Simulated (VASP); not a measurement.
V: single point with LDA

Crystal: V.

```
V
1.0
    -1.51435    1.51435    1.51435
     1.51435   -1.51435    1.51435
     1.51435    1.51435   -1.51435
V
1
Cartesian
  0.0000 0.0000 0.0000
```

- Program: VASP 6.6.1
- Task: single point
- Functional: LDA
- Potentials or basis: VASP PAW LDA potentials, release 64 (V_sv)
- Cutoff: 520 eV
- k mesh: 15 × 15 × 15
- Occupations: fermi-dirac, width 0.08 eV
- Spin: collinear spin, ferromagnetic start
- Starting moments: [0.75] μB
- Fixed moment: 0.75 μB
- Dipole correction: no
- Further INCAR settings: ALGO = Normal; EDIFF = 1e-06; NBANDS = 16

The pressure is -15.0 GPa and the net moment is 0.75 μB per cell. The site moments are V +0.61 μB and the valence electrons inside the program's atomic spheres are V 11.63.

It took 35 s on 1 thread of Intel Xeon 6975P-C, on a shared host, peak memory 0.15 GiB.

Caveat: the total moment is fixed, so each spin has its own Fermi level.
